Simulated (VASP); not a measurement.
# NiO (Fm-3m) in VASP: a series of runs, part 3 of 3

VASP 6.6.1. The steps go on from the part before.

## Step 5: Single point, PBE, collinear spin, ferromagnetic start

This run uses another cell than the first one: it holds 2 atoms, not 4.

INCAR

```
SYSTEM = NiO
PREC = Accurate
ENCUT = 520
EDIFF = 1E-6
ISMEAR = 0
SIGMA = 0.05
LREAL = .False.
LASPH = .True.
NELM = 150
ALGO = Normal
ISIF = 2
LWAVE = .False.
LCHARG = .False.
ISPIN = 2
MAGMOM = 1.62 0
LORBIT = 11
LMAXMIX = 4
GGA = PE
NBANDS = 19
```

KPOINTS

```
Automatic mesh
0
Gamma
  14 14 14
  0 0 0
```

POSCAR

```
NiO
1.0
    0.0000000000      2.1084194085      2.1084194085
    2.1084194085      0.0000000000      2.1084194085
    2.1084194085      2.1084194085      0.0000000000
Ni O
1 1
Direct
    0.0000000000      0.0000000000      0.0000000000
    0.5000000000      0.5000000000      0.5000000000
```

Potentials or basis: VASP PAW PBE potentials, release 64 (Ni, O).

Launch:

```console
$ cat potpaw_PBE.64/Ni/POTCAR potpaw_PBE.64/O/POTCAR > POTCAR
$ mpirun -np 1 vasp_std > vasp.out
```

OUTCAR:

```text
SYSTEM = NiO
   PREC = Accurate
   ENCUT = 520
   EDIFF = 1E-6
   ISMEAR = 0
   LREAL = .False.
   LASPH = .True.
   NELM = 150
   ISIF = 2
   ISPIN = 2
   LORBIT = 11
   GGA = PE

 ion  position               nearest neighbor table
   1  0.000  0.000  0.000-   2 2.11   2 2.11   2 2.11   2 2.11   2 2.11   2 2.11
   2  0.500  0.500  0.500-   1 2.11   1 2.11   1 2.11   1 2.11   1 2.11   1 2.11

  LATTYP: Found a face centered cubic cell.
 ALAT       =     4.2168388170

  Lattice vectors:

 A1 = (   0.0000000000,   2.1084194085,   2.1084194085)
 A2 = (   2.1084194085,   0.0000000000,   2.1084194085)
 A3 = (   2.1084194085,   2.1084194085,   0.0000000000)

Analysis of symmetry for initial positions (statically):
=====================================================================
 Subroutine PRICEL returns:
 Original cell was already a primitive cell.

 Routine SETGRP: Setting up the symmetry group for a
 face centered cubic supercell.

 Subroutine GETGRP returns: Found 48 space group operations
 (whereof 48 operations were pure point group operations)
 out of a pool of 48 trial point group operations.

The static configuration has the point symmetry O_h .

Analysis of symmetry for dynamics (positions and initial velocities):
=====================================================================
 Subroutine PRICEL returns:
 Original cell was already a primitive cell.

 Routine SETGRP: Setting up the symmetry group for a
 face centered cubic supercell.

 Subroutine GETGRP returns: Found 48 space group operations
 (whereof 48 operations were pure point group operations)
 out of a pool of 48 trial point group operations.

The dynamic configuration has the point symmetry O_h .

Analysis of structural, dynamic, and magnetic symmetry:
=====================================================================
 Subroutine PRICEL returns:
 Original cell was already a primitive cell.

 Routine SETGRP: Setting up the symmetry group for a
 face centered cubic supercell.

 Subroutine GETGRP returns: Found 48 space group operations
 (whereof 48 operations were pure point group operations)
 out of a pool of 48 trial point group operations.

The overall configuration has the point symmetry O_h .

 Subroutine INISYM returns: Found 48 space group operations
 (whereof 48 operations are pure point group operations),
 and found     1 'primitive' translations

----------------------------------------------------------------------------------------

                                     Primitive cell

  volume of cell :      18.7457

  direct lattice vectors                    reciprocal lattice vectors
     0.000000000  2.108419409  2.108419409    -0.237144468  0.237144468  0.237144468
     2.108419409  0.000000000  2.108419409     0.237144468 -0.237144468  0.237144468
     2.108419409  2.108419409  0.000000000     0.237144468  0.237144468 -0.237144468

  length of vectors
     2.981755323  2.981755323  2.981755323     0.410746268  0.410746268  0.410746268

  position of ions in fractional coordinates (direct lattice)
     0.000000000  0.000000000  0.000000000
     0.500000000  0.500000000  0.500000000

  ion indices of the primitive-cell ions
   primitive index   ion index
                 1           1
                 2           2

----------------------------------------------------------------------------------------
[... 60 lines left out ...]
 SYSTEM =  NiO
   PREC   = accura    normal or accurate (medium, high low for compatibility)
   ISTART =      0    job   : 0-new  1-cont  2-samecut
   ICHARG =      2    charge: 1-file 2-atom 10-const
   ISPIN  =      2    spin polarized calculation?
   LNONCOLLINEAR =      F non collinear calculations
   LSORBIT =      F    spin-orbit coupling
   LASPH  =      T    aspherical Exc in radial PAW
   ENCUT  =  520.0 eV  38.22 Ry    6.18 a.u.   5.54  5.54  5.54*2*pi/ulx,y,z
   NELM   =    150;   NELMIN=  2; NELMDL= -5     # of ELM steps
   EDIFF  = 0.1E-05   stopping-criterion for ELM
   LREAL  =      F    real-space projection
   EDIFFG = 0.1E-04   stopping-criterion for IOM
   NSW    =      0    number of steps for IOM
   IBRION =     -1    ionic relax: 0-MD 1-quasi-New 2-CG
   NFREE  =      0    steps in history (QN), initial steepest desc. (CG)
   ISIF   =      2    stress and relaxation
   ISYM   =      2    0-nonsym 1-usesym 2-fastsym
   POTIM  = 0.5000    time-step for ionic-motion
   TEBEG  =    0.0;   TEEND  =   0.0 temperature during run
   PSTRESS=    0.0 pullay stress
   NELECT =      16.0000    total number of electrons
   NUPDOWN=      -1.0000    fix difference up-down
   EMIN   =  10.00;   EMAX   =-10.00  energy-range for DOS
   EFERMI =   0.00;   METHOD = LEGACY
   ISMEAR =     0;   SIGMA  =   0.05  broadening in eV -4-tet -1-fermi 0-gaus
   EFERMI_NEDOS =   21; number of points for ismear=-14 and -15
   IALGO  =     38    algorithm
   IMIX   =      4    mixing-type and parameters
     AMIX     =   0.40;   BMIX     =  1.00
     AMIX_MAG =   1.60;   BMIX_MAG =  1.00
  volume/ion in A,a.u.               =       9.37        63.25
  Fermi-wavevector in a.u.,A,eV,Ry     =   1.552915  2.934585 32.811082  2.411547
  Thomas-Fermi vector in A             =   2.657222
   LORBIT       =     11    0 simple, 1 ext, 2 COOP (PROOUT), +10 PAW based schemes
   GGA     = PE    functional components
   LHFCALC =     F    Hartree Fock is set to
   AEXX    =    0.0000 exact exchange contribution
   IVDW    =     0    specifies the selected vdW correction
   LEPSILON=     F    determine dielectric tensor
   LRPA    =     F    only Hartree local field effects (RPA)
 spin polarized calculation
 Gauss-broadening in eV      SIGMA  =   0.05
  energy-cutoff  :      520.00
  volume of cell :       18.75
 maximum number of plane-waves:       531
 NGX is ok and might be reduce to    24

 number of electron      16.0000014 magnetization       1.7721801

 Free energy of the ion-electron system (eV)
  ---------------------------------------------------
  ext. energy  EPLUGINS =         0.00000000
  ---------------------------------------------------
  free energy    TOTEN  =       -11.47979748 eV

  energy without entropy =      -11.47826887  energy(sigma->0) =      -11.47903317

 E-fermi :   7.4703     XC(G=0): -12.5114

 val. band max:        7.4641951425   @ k =  -0.1429   0.0714   0.0000
 cond. band min:       7.4856838465   @ k =   0.4286   0.3571   0.0714
 fundamental gap:      0.0214887040
 Fermi energy:         7.4702826301

 spin component 1

 k-point     1 :       0.0000    0.0000    0.0000
  band No.  band energies     occupation
      1     -12.6144      1.00000
      2       4.3696      1.00000
      3       4.3696      1.00000
      4       4.6082      1.00000
      5       4.6082      1.00000
      6       4.6082      1.00000
[... 517 lines left out ...]
     18      36.9774      0.00000
     19      37.7554      0.00000

 [... further k-points ...]

 spin component 2

 k-point     1 :       0.0000    0.0000    0.0000
  band No.  band energies     occupation
      1     -12.1689      1.00000
      2       5.1207      1.00000
      3       5.1207      1.00000
      4       5.1207      1.00000
      5       5.7021      1.00000
      6       5.7023      1.00000
[... 517 lines left out ...]
     18      37.4640      0.00000
     19      38.2839      0.00000

 [... further k-points ...]
[... 5 lines left out ...]
  --------------------------------------------------------------------------------------
  -------------------------------------------------------------------------------------
  Total       -0.0600576     -0.0600576     -0.0600576      0.0000000      0.0000000      0.0000000
  in kB       -5.1330767     -5.1330767     -5.1330767      0.0000000      0.0000000      0.0000000
  external PRESSURE =      -5.1330767 kB  Pullay stress =       0.0000000 kB

 VOLUME and BASIS-vectors are now :
 -----------------------------------------------------------------------------
  energy-cutoff  :      520.00
  volume of cell :       18.75
      direct lattice vectors                 reciprocal lattice vectors
     0.000000000  2.108419409  2.108419409    -0.237144468  0.237144468  0.237144468
     2.108419409  0.000000000  2.108419409     0.237144468 -0.237144468  0.237144468
     2.108419409  2.108419409  0.000000000     0.237144468  0.237144468 -0.237144468

 POSITION                                       TOTAL-FORCE (eV/Angst)
 -----------------------------------------------------------------------------------
      0.00000      0.00000      0.00000        -0.000000      0.000000     -0.000000
      2.10842      2.10842      2.10842         0.000000      0.000000      0.000000
 -----------------------------------------------------------------------------------
    total drift:                                0.000000     -0.000000     -0.000000

  FREE ENERGIE OF THE ION-ELECTRON SYSTEM (eV)
  ---------------------------------------------------
  free  energy   TOTEN  =       -11.4797974758 eV

  energy  without entropy=      -11.4782688679  energy(sigma->0) =      -11.47903317

 total charge

# of ion       s       p       d       tot
------------------------------------------
    1        0.323   0.383   8.227   8.933
    2        1.556   3.409   0.000   4.966
--------------------------------------------------
tot          1.879   3.792   8.227  13.899

 magnetization (x)

# of ion       s       p       d       tot
------------------------------------------
    1        0.011   0.015   1.430   1.456
    2        0.027   0.244   0.000   0.272
--------------------------------------------------
tot          0.039   0.259   1.430   1.727
```

OSZICAR:

```text
N       E                     dE             d eps       ncg     rms          rms(c)
DAV:   1     0.866075367383E+02    0.86608E+02   -0.69919E+03  8318   0.104E+03
DAV:   2    -0.826668756789E+01   -0.94874E+02   -0.82193E+02  8114   0.236E+02
DAV:   3    -0.137576491634E+02   -0.54910E+01   -0.52609E+01  9113   0.577E+01
DAV:   4    -0.138085932359E+02   -0.50944E-01   -0.50893E-01  8866   0.538E+00
DAV:   5    -0.138093985102E+02   -0.80527E-03   -0.80522E-03  8952   0.677E-01    0.151E+01
DAV:   6    -0.128028199606E+02    0.10066E+01   -0.14034E+01 10334   0.619E+01    0.197E+01
DAV:   7    -0.115076003047E+02    0.12952E+01   -0.48349E+00 10069   0.494E+01    0.617E+00
DAV:   8    -0.114807659637E+02    0.26834E-01   -0.23701E-01  9982   0.754E+00    0.391E+00
DAV:   9    -0.114796963198E+02    0.10696E-02   -0.40470E-02 11855   0.349E+00    0.112E+00
DAV:  10    -0.114798188841E+02   -0.12256E-03   -0.63601E-03  8399   0.676E-01    0.342E-01
DAV:  11    -0.114798066650E+02    0.12219E-04   -0.40885E-04 10267   0.430E-01    0.137E-01
DAV:  12    -0.114797970942E+02    0.95708E-05   -0.44576E-04 11070   0.484E-01    0.552E-02
DAV:  13    -0.114797991654E+02   -0.20711E-05   -0.66800E-05  9095   0.971E-02    0.348E-02
DAV:  14    -0.114797961630E+02    0.30023E-05   -0.16462E-05 10545   0.559E-02    0.764E-03
DAV:  15    -0.114797972011E+02   -0.10381E-05   -0.20507E-06  7997   0.145E-02    0.473E-03
DAV:  16    -0.114797974758E+02   -0.27469E-06   -0.39044E-07  4180   0.175E-02
   1 F= -.11479797E+02 E0= -.11479033E+02  d E =-.152861E-02  mag=     1.7724
```

stdout:

```text
POSCAR found type information on POSCAR NiO
 POSCAR found :  2 types and       2 ions
 scaLAPACK will be used
 LDA part: xc-table for (Slater+PW92), standard interpolation
 POSCAR, INCAR and KPOINTS ok, starting setup
 FFT: planning ... GRIDC
 FFT: planning ... GRID_SOFT
 FFT: planning ... GRID
 WAVECAR not read
 entering main loop
```

Run time: 31 s. Hardware: 1 thread of Intel Xeon 6975P-C (Granite Rapids), shared host; peak memory 0.19 GiB.

Results:

```
Free energy                                           : -11.4798 eV
Pressure                                              : -0.5 GPa
Net moment                                            : 1.77 μB per cell
Site moments                                          : Ni +1.46; O +0.27 μB
Valence electrons inside the program's atomic spheres : Ni 8.93; O 4.97
```

Levels at points of the mesh, in eV from the Fermi level:
Spin up:
```csv
k point,band 6,band 7,band 8,band 9,band 10,band 11,band 12,band 13
"(0.00, 0.00, 0.00)",-2.86,-2.59,-2.59,-2.59,1.39,17.78,18.72,18.72
"(0.50, 0.00, 0.00)",-1.94,-1.42,0.23,0.23,5.55,9.70,13.84,13.84
"(0.50, 0.50, 0.00)",-2.78,-2.28,-1.64,-1.64,5.96,10.40,12.12,16.28
```
Spin down:
| k point | band 5 | band 6 | band 7 | band 8 | band 9 | band 10 |
| --- | --- | --- | --- | --- | --- | --- |
| (0.00, 0.00, 0.00) | -1.77 | -1.77 | -1.77 | -0.53 | -0.53 | 1.74 |
| (0.50, 0.00, 0.00) | -0.92 | -0.92 | -0.56 | 2.18 | 2.18 | 5.72 |
| (0.50, 0.50, 0.00) | -2.69 | -0.74 | -0.74 | -0.13 | 0.36 | 6.42 |

Caveat: a cell with one magnetic atom can't hold antiferromagnetic order, which such compounds often take; semilocal functionals often make such compounds metallic where correlation or magnetic order opens a gap, which also shifts bond lengths.

## Step 6: The runs side by side

```csv
spin,cell,k mesh,gap on the mesh (eV),pressure (GPa),moment (μB)
"collinear, antiferromagnetic start","a = 2.982, b = 2.982, c = 4.217 Å, 4 atoms",12 × 12 × 8,none,0.0,0.00
off,"a = 2.982 Å, angles 60.0°, 2 atoms",14 × 14 × 14,none,-7.5,-
"collinear, ferromagnetic start","a = 2.950 Å, angles 60.0°, 2 atoms",14 × 14 × 14,none,5.2,1.69
"collinear, ferromagnetic start","a = 2.982 Å, angles 60.0°, 2 atoms",14 × 14 × 14,none,-0.5,1.77
```

Alike in all rows: task single point; level PBE; potentials or basis VASP PAW PBE potentials, release 64 (Ni, O); cutoff (eV) 520; smearing gaussian 0.05 eV.

Caveats: semilocal functionals often make such compounds metallic where correlation or magnetic order opens a gap, which also shifts bond lengths; a cell with one magnetic atom can't hold antiferromagnetic order, which such compounds often take (some runs).

Absolute energies hang on the potentials; compare differences alone.

## Step 7: How close it comes

Step 2. Measured gap of NiO: 4.3 eV (quoted in “Local correlations, non-local screening, multiplets, and band formation in NiO”, 2012, arxiv:1210.6675). This calculation gives 0.00 eV (-4.30 eV). So large a miss can be the level of theory's own, or it may mean another phase, state or a wrong row. The value is that of PBE on a finite k mesh, which can miss the band edges, without temperature or zero-point motion. Semilocal functionals fall short of measured gaps as a rule.

Step 5. A measured gap of NiO is 4.3 eV (quoted in “Local correlations, non-local screening, multiplets, and band formation in NiO”, 2012, arxiv:1210.6675); the calculated 0.00 eV misses it by -4.30 eV. So large a miss can be the level of theory's own, or it may mean another phase, state or a wrong row. The value is that of PBE on a finite k mesh, which can miss the band edges, without temperature or zero-point motion. Semilocal functionals fall short of measured gaps as a rule. The run's magnetic order (collinear spin, ferromagnetic start) needn't be the measured crystal's.
